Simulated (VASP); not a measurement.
# SnSe2 (P-3m1) in VASP: further runs

SnSe2 is run at these levels: PBE+D3(BJ); tasks: single point.

Program: VASP 6.6.1. These are calculated values, not measurements. Logs are shortened: lines on timing, memory, paths and dates and some standing lists are left out, and cuts for length are marked.

**1. The cell of the first run**

The structure is trigonal, space group P-3m1 (No. 164). Conventional cell: a = 3.647 Å, b = 3.647 Å, c = 6.012 Å, α = 90.00°, β = 90.00°, γ = 120.00°. Sn (site symmetry -3m) has 6 Se at 2.64 Å within 3.5 Å. Within 3.9 Å of Se (site symmetry 3m) lie 3 Sn at 2.64 Å and 12 Se at 3.52 to 3.82 Å.

**2. Single point, PBE+D3(BJ) (strain -0.050 along x and y, +0.000 along z)**

INCAR reads:

```
SYSTEM = SnSe2
PREC = Accurate
ENCUT = 520
EDIFF = 1E-7
ISMEAR = 0
SIGMA = 0.03
LREAL = .False.
LASPH = .True.
NELM = 100
ALGO = Normal
ISIF = 2
LWAVE = .False.
LCHARG = .False.
GGA = PE
IVDW = 12
NBANDS = 20
```

KPOINTS reads:

```
regular mesh
0
Gamma
  12 12 6
  0 0 0
```

POSCAR reads:

```
SnSe2
1.0
    3.6470961658      0.0000000000      0.0000000000
   -1.8235480829      3.1584779297      0.0000000000
    0.0000000000      0.0000000000      6.0116311105
Sn Se
1 2
Direct
    0.0000000000      0.0000000000      0.0000000000
    0.3333333333      0.6666666667      0.2651529960
    0.6666666667      0.3333333333      0.7348470040
```

Potentials or basis: VASP PAW PBE potentials, release 64 (Sn_d, Se).

Command:

```
$ cat potpaw_PBE.64/Sn_d/POTCAR potpaw_PBE.64/Se/POTCAR > POTCAR
$ mpirun -np 1 vasp_std > vasp.out
```

OUTCAR:

```text
SYSTEM = SnSe2
   PREC = Accurate
   ENCUT = 520
   EDIFF = 1E-7
   ISMEAR = 0
   LREAL = .False.
   LASPH = .True.
   NELM = 100
   ISIF = 2
   GGA = PE
   IVDW = 12
 IVDW          = 12

 ion  position               nearest neighbor table
   1  0.000  0.000  0.000-   2 2.64   3 2.64   3 2.64   2 2.64   3 2.64   2 2.64
   2  0.333  0.667  0.265-   1 2.64   1 2.64   1 2.64
   3  0.667  0.333  0.735-   1 2.64   1 2.64   1 2.64

  LATTYP: Found a hexagonal cell.
 ALAT       =     3.6470961658
 C/A-ratio  =     1.6483335885

  Lattice vectors:

 A1 = (   3.6470961658,   0.0000000000,   0.0000000000)
 A2 = (  -1.8235480829,   3.1584779297,   0.0000000000)
 A3 = (   0.0000000000,   0.0000000000,   6.0116311105)

Analysis of symmetry for initial positions (statically):
=====================================================================
 Subroutine PRICEL returns:
 Original cell was already a primitive cell.

 Routine SETGRP: Setting up the symmetry group for a
 hexagonal supercell.

 Subroutine GETGRP returns: Found 12 space group operations
 (whereof 12 operations were pure point group operations)
 out of a pool of 24 trial point group operations.

The static configuration has the point symmetry D_3d.

Analysis of symmetry for dynamics (positions and initial velocities):
=====================================================================
 Subroutine PRICEL returns:
 Original cell was already a primitive cell.

 Routine SETGRP: Setting up the symmetry group for a
 hexagonal supercell.

 Subroutine GETGRP returns: Found 12 space group operations
 (whereof 12 operations were pure point group operations)
 out of a pool of 24 trial point group operations.

The dynamic configuration has the point symmetry D_3d.

 Subroutine INISYM returns: Found 12 space group operations
 (whereof 12 operations are pure point group operations),
 and found     1 'primitive' translations

----------------------------------------------------------------------------------------

                                     Primitive cell

  volume of cell :      69.2496

  direct lattice vectors                    reciprocal lattice vectors
     3.647096166  0.000000000  0.000000000     0.274190741  0.158304098  0.000000000
    -1.823548083  3.158477930  0.000000000     0.000000000  0.316608196  0.000000000
     0.000000000  0.000000000  6.011631110     0.000000000  0.000000000  0.166344205

  length of vectors
     3.647096166  3.647096166  6.011631110     0.316608196  0.316608196  0.166344205

  position of ions in fractional coordinates (direct lattice)
     0.000000000  0.000000000  0.000000000
     0.333333333  0.666666667  0.265152996
     0.666666667  0.333333333  0.734847004

  ion indices of the primitive-cell ions
   primitive index   ion index
                 1           1
                 2           2
                 3           3

----------------------------------------------------------------------------------------

 KPOINTS: regular mesh

Automatic generation of k-mesh.
 Grid dimensions read from file:
 generate k-points for:   12   12    6

 Generating k-lattice:

  Cartesian coordinates                     Fractional coordinates (reciprocal lattice)
     0.022849228  0.013192008  0.000000000     0.083333333  0.000000000  0.000000000
     0.000000000  0.026384016  0.000000000     0.000000000  0.083333333  0.000000000
     0.000000000  0.000000000  0.027724034     0.000000000  0.000000000  0.166666667

  Length of vectors
     0.026384016  0.026384016  0.027724034

  Shift w.r.t. Gamma in fractional coordinates (k-lattice)
     0.000000000  0.000000000  0.000000000

 Subroutine IBZKPT returns following result:
 ===========================================

 Found    100 irreducible k-points:

 Following reciprocal coordinates:
            Coordinates               Weight
  0.000000  0.000000  0.000000      1.000000
  0.083333  0.000000  0.000000      6.000000
  0.166667  0.000000  0.000000      6.000000
  0.250000  0.000000  0.000000      6.000000
  0.333333  0.000000  0.000000      6.000000
  0.416667  0.000000  0.000000      6.000000
[... 16 lines left out ...]
  0.166667  0.000000  0.166667      6.000000
  0.000000  0.166667  0.166667      6.000000
 [... further k-points ...]
   k-points           NKPTS =    100   k-points in BZ     NKDIM =    100   number of bands    NBANDS=     20
   number of dos      NEDOS =    301   number of ions     NIONS =      3
   total plane-waves  NPLWV =  37632
   dimension x,y,z NGX =    28 NGY =   28 NGZ =   48
   dimension x,y,z NGXF=    56 NGYF=   56 NGZF=   96
   ions per type =               1   2
   NGX,Y,Z   is equivalent  to a cutoff of  12.76, 12.76, 13.27 a.u.
   NGXF,Y,Z  is equivalent  to a cutoff of  25.53, 25.53, 26.55 a.u.
 SYSTEM =  SnSe2
   PREC   = accura    normal or accurate (medium, high low for compatibility)
   ISTART =      0    job   : 0-new  1-cont  2-samecut
   ICHARG =      2    charge: 1-file 2-atom 10-const
   ISPIN  =      1    spin polarized calculation?
   LNONCOLLINEAR =      F non collinear calculations
   LSORBIT =      F    spin-orbit coupling
   LASPH  =      T    aspherical Exc in radial PAW
   ENCUT  =  520.0 eV  38.22 Ry    6.18 a.u.   6.78  6.78 11.18*2*pi/ulx,y,z
   NELM   =    100;   NELMIN=  2; NELMDL= -5     # of ELM steps
   EDIFF  = 0.1E-06   stopping-criterion for ELM
   LREAL  =      F    real-space projection
   EDIFFG = 0.1E-05   stopping-criterion for IOM
   NSW    =      0    number of steps for IOM
   IBRION =     -1    ionic relax: 0-MD 1-quasi-New 2-CG
   NFREE  =      0    steps in history (QN), initial steepest desc. (CG)
   ISIF   =      2    stress and relaxation
   ISYM   =      2    0-nonsym 1-usesym 2-fastsym
   POTIM  = 0.5000    time-step for ionic-motion
   TEBEG  =    0.0;   TEEND  =   0.0 temperature during run
   PSTRESS=    0.0 pullay stress
   NELECT =      26.0000    total number of electrons
   NUPDOWN=      -1.0000    fix difference up-down
   EMIN   =  10.00;   EMAX   =-10.00  energy-range for DOS
   EFERMI =   0.00;   METHOD = LEGACY
   ISMEAR =     0;   SIGMA  =   0.03  broadening in eV -4-tet -1-fermi 0-gaus
   EFERMI_NEDOS =   21; number of points for ismear=-14 and -15
   IALGO  =     38    algorithm
   IMIX   =      4    mixing-type and parameters
     AMIX     =   0.40;   BMIX     =  1.00
     AMIX_MAG =   1.60;   BMIX_MAG =  1.00
  volume/ion in A,a.u.               =      23.08       155.77
  Fermi-wavevector in a.u.,A,eV,Ry     =   1.181028  2.231819 18.977772  1.394827
  Thomas-Fermi vector in A             =   2.317309
   LORBIT       =      0    0 simple, 1 ext, 2 COOP (PROOUT), +10 PAW based schemes
   GGA     = PE    functional components
   LHFCALC =     F    Hartree Fock is set to
   AEXX    =    0.0000 exact exchange contribution
   IVDW    =    12    specifies the selected vdW correction
   LEPSILON=     F    determine dielectric tensor
   LRPA    =     F    only Hartree local field effects (RPA)
 non-spin polarized calculation
 Gauss-broadening in eV      SIGMA  =   0.03
  energy-cutoff  :      520.00
  volume of cell :       69.25
 maximum number of plane-waves:      1882
   NGX = 13   NGY = 13   NGZ = 23

 number of electron      26.0000010 magnetization

 Free energy of the ion-electron system (eV)
  ---------------------------------------------------
  ext. energy  EPLUGINS =         0.00000000
  ---------------------------------------------------
  free energy    TOTEN  =       -11.46941626 eV

  energy without entropy =      -11.46941626  energy(sigma->0) =      -11.46941626

 E-fermi :   5.7141     XC(G=0): -10.0368

 val. band max:        5.5563121464   @ k =   0.1667   0.0000   0.1667
 cond. band min:       6.0247856408   @ k =   0.0000   0.4167   0.3333
 fundamental gap:      0.4684734943
 Fermi energy:         5.7141009671

 k-point     1 :       0.0000    0.0000    0.0000
  band No.  band energies     occupation
      1     -15.9516      2.00000
      2     -15.9516      2.00000
      3     -15.8913      2.00000
      4     -15.8727      2.00000
      5     -15.8727      2.00000
      6      -9.1558      2.00000
[... 12 lines left out ...]
     19      14.7292      0.00000
     20      14.7292      0.00000

 k-point     2 :       0.0833    0.0000    0.0000
  band No.  band energies     occupation
      1     -15.9558      2.00000
      2     -15.9472      2.00000
      3     -15.8883      2.00000
      4     -15.8761      2.00000
      5     -15.8727      2.00000
      6      -9.0749      2.00000
[... 12 lines left out ...]
     19      13.8412      0.00000
     20      14.7912      0.00000

 k-point     3 :       0.1667    0.0000    0.0000
  band No.  band energies     occupation
      1     -15.9685      2.00000
      2     -15.9359      2.00000
      3     -15.8866      2.00000
      4     -15.8775      2.00000
      5     -15.8718      2.00000
      6      -8.8361      2.00000
[... 12 lines left out ...]
     19      13.6661      0.00000
     20      14.9202      0.00000

 k-point     4 :       0.2500    0.0000    0.0000
  band No.  band energies     occupation
      1     -15.9881      2.00000
      2     -15.9233      2.00000
      3     -15.8968      2.00000
      4     -15.8676      2.00000
      5     -15.8645      2.00000
      6      -8.4547      2.00000
[... 12 lines left out ...]
     19      14.0224      0.00000
     20      15.3298      0.00000

 k-point     5 :       0.3333    0.0000    0.0000
  band No.  band energies     occupation
      1     -16.0090      2.00000
      2     -15.9155      2.00000
      3     -15.9062      2.00000
      4     -15.8585      2.00000
      5     -15.8508      2.00000
      6      -7.9677      2.00000
[... 12 lines left out ...]
     19      14.9674      0.00000
     20      15.5689      0.00000

 k-point     6 :       0.4167    0.0000    0.0000
  band No.  band energies     occupation
      1     -16.0249      2.00000
      2     -15.9128      2.00000
      3     -15.9126      2.00000
      4     -15.8488      2.00000
      5     -15.8407      2.00000
      6      -7.4628      2.00000
[... 12 lines left out ...]
     19      15.5357      0.00000
     20      16.2489      0.00000

 k-point     7 :       0.5000    0.0000    0.0000
  band No.  band energies     occupation
      1     -16.0308      2.00000
      2     -15.9148      2.00000
      3     -15.9123      2.00000
      4     -15.8447      2.00000
      5     -15.8370      2.00000
      6      -7.1866      2.00000
[... 12 lines left out ...]
     19      15.9343      0.00000
     20      16.2257      0.00000
[... 277 lines left out ...]
 k-point    20 :       0.0000    0.0000    0.1667
  band No.  band energies     occupation
      1     -15.9516      2.00000
      2     -15.9516      2.00000
      3     -15.8912      2.00000
      4     -15.8727      2.00000
      5     -15.8727      2.00000
      6      -9.0992      2.00000
[... 12 lines left out ...]
     19      14.4815      0.00000
     20      14.4815      0.00000

 k-point    21 :       0.0833    0.0000    0.1667
  band No.  band energies     occupation
      1     -15.9558      2.00000
      2     -15.9472      2.00000
      3     -15.8882      2.00000
      4     -15.8762      2.00000
      5     -15.8727      2.00000
      6      -9.0186      2.00000
[... 12 lines left out ...]
     19      13.7002      0.00000
     20      14.8206      0.00000

 k-point    22 :       0.0000    0.0833    0.1667
  band No.  band energies     occupation
      1     -15.9558      2.00000
      2     -15.9472      2.00000
      3     -15.8882      2.00000
      4     -15.8762      2.00000
      5     -15.8727      2.00000
      6      -9.0184      2.00000
[... 12 lines left out ...]
     19      13.7093      0.00000
     20      14.4230      0.00000

 k-point    23 :       0.1667    0.0000    0.1667
  band No.  band energies     occupation
      1     -15.9685      2.00000
      2     -15.9359      2.00000
      3     -15.8865      2.00000
      4     -15.8775      2.00000
      5     -15.8718      2.00000
      6      -8.7810      2.00000
[... 12 lines left out ...]
     19      14.0203      0.00000
     20      14.3775      0.00000

 k-point    24 :       0.0000    0.1667    0.1667
  band No.  band energies     occupation
      1     -15.9685      2.00000
      2     -15.9359      2.00000
      3     -15.8866      2.00000
      4     -15.8774      2.00000
      5     -15.8718      2.00000
      6      -8.7800      2.00000
[... 12 lines left out ...]
     19      13.4119      0.00000
     20      14.6026      0.00000

 [... further k-points ...]

------------------------ aborting loop because EDIFF is reached ----------------------------------------

 Edisp (eV)   -1.21223

 E8    (eV) :    -0.5298

  FORCE on cell =-STRESS in cart. coord.  units (eV):
  Direction    XX          YY          ZZ          XY          YZ          ZX
  --------------------------------------------------------------------------------------
  -------------------------------------------------------------------------------------
  Total       4.36085     4.36085     2.72273     0.00000    -0.00000    -0.00000
  in kB     100.89373   100.89373    62.99375     0.00000    -0.00000    -0.00000
  external pressure =       88.26 kB  Pullay stress =        0.00 kB

 VOLUME and BASIS-vectors are now :
 -----------------------------------------------------------------------------
  energy-cutoff  :      520.00
  volume of cell :       69.25
      direct lattice vectors                 reciprocal lattice vectors
     3.647096166  0.000000000  0.000000000     0.274190741  0.158304098  0.000000000
    -1.823548083  3.158477930  0.000000000     0.000000000  0.316608196  0.000000000
     0.000000000  0.000000000  6.011631110     0.000000000  0.000000000  0.166344205

 POSITION                                       TOTAL-FORCE (eV/Angst)
 -----------------------------------------------------------------------------------
      0.00000      0.00000      0.00000         0.000000      0.000000      0.000000
     -0.00000      2.10565      1.59400        -0.000000     -0.000000      0.658430
      1.82355      1.05283      4.41763         0.000000      0.000000     -0.658430
 -----------------------------------------------------------------------------------
    total drift:                               -0.000000      0.000000     -0.000000

  FREE ENERGIE OF THE ION-ELECTRON SYSTEM (eV)
  ---------------------------------------------------
  free  energy   TOTEN  =       -12.6816486557 eV

  energy  without entropy=      -12.6816486557  energy(sigma->0) =      -12.68164866
```

Wall time 3.3 min (1 thread of Intel Xeon 8259CL, shared host); peak memory 0.29 GiB.

Results:

```
Free energy                : -12.6816 eV
Pressure                   : 8.8 GPa
Largest force              : 0.658 eV/Å
Band gap on the k mesh     : 0.47 eV (least direct gap 1.25 eV)
Dispersion energy per atom : -0.404 eV
```

Forces in eV/Å, atoms in the order of the input:
```
Sn   0.000  0.000  0.000
Se   0.000  0.000  0.658
Se   0.000  0.000 -0.658
```

Caveat: the cell differs from its parent crystal (strain -0.050 along x and y, +0.000 along z); the cell stands under pressure; spin-orbit coupling is left out, which moves the levels of the heavy elements.

**3. Single point, PBE+D3(BJ) (strain -0.025 along x and y, -0.050 along z)**

INCAR reads:

```
SYSTEM = SnSe2
ALGO = Normal
EDIFF = 1E-7
ENCUT = 520
GGA = PE
ISIF = 2
ISMEAR = 0
IVDW = 12
LASPH = .True.
LCHARG = .False.
LREAL = .False.
LWAVE = .False.
NBANDS = 20
NELM = 80
PREC = Accurate
SIGMA = 0.03
```

KPOINTS reads:

```
k-points
0
Gamma
  12 12 6
  0 0 0
```

POSCAR reads:

```
SnSe2
1.0
    3.7430723807      0.0000000000      0.0000000000
   -1.8715361904      3.2415957699      0.0000000000
    0.0000000000      0.0000000000      5.7110495550
Sn Se
1 2
Direct
    0.0000000000      0.0000000000      0.0000000000
    0.3333333333      0.6666666667      0.2651529960
    0.6666666667      0.3333333333      0.7348470040
```

Potentials or basis: VASP PAW PBE potentials, release 64 (Sn_d, Se).

Command:

```
$ cat potpaw_PBE.64/Sn_d/POTCAR potpaw_PBE.64/Se/POTCAR > POTCAR
$ mpirun -np 1 vasp_std > vasp.out
```

Run time: 2.9 min. Hardware: 1 thread of Intel Xeon 8259CL, shared host; peak memory 0.28 GiB.

Results (log left out):

* Free energy: -12.7031 eV
* Pressure: 8.8 GPa
* Largest force: 1.083 eV/Å
* Band gap on the k mesh: 0.33 eV (least direct gap 0.96 eV)
* Dispersion energy per atom: -0.404 eV

Forces in eV/Å, atoms in the order of the input:
```
Sn   0.000  0.000  0.000
Se   0.000  0.000  1.083
Se   0.000  0.000 -1.083
```

Stress tensor (GPa, compression positive):
```
8.26 0.00 0.00
0.00 8.26 0.00
0.00 0.00 9.96
```

Levels at points of the mesh, in eV from the valence-band top:
```
           k point  band 9  band 10  band 11  band 12  band 13  band 14  band 15  band 16  band 17  band 18
(0.00, 0.00, 0.00)   -1.12    -1.12    -0.93    -0.93    -0.04     0.92     2.60     4.43     4.43     8.18
(0.50, 0.00, 0.00)   -5.04    -3.83    -3.36    -2.09    -0.60     1.06     3.41     4.74     4.90     7.54
(0.00, 0.00, 0.50)   -2.92    -1.31    -1.31    -0.60    -0.60     2.58     2.62     3.91     3.91     7.35
(0.50, 0.00, 0.50)   -5.88    -3.01    -2.33    -1.46    -1.39     0.74     3.85     4.41     5.54     6.36
```

Caveat: the cell differs from its parent crystal (strain -0.025 along x and y, -0.050 along z); the cell stands under pressure; spin-orbit coupling is left out, which moves the levels of the heavy elements; forces of over 1 eV/Å act on the atoms, so gaps and moduli don't describe the material at rest. A k mesh can miss the band edges.
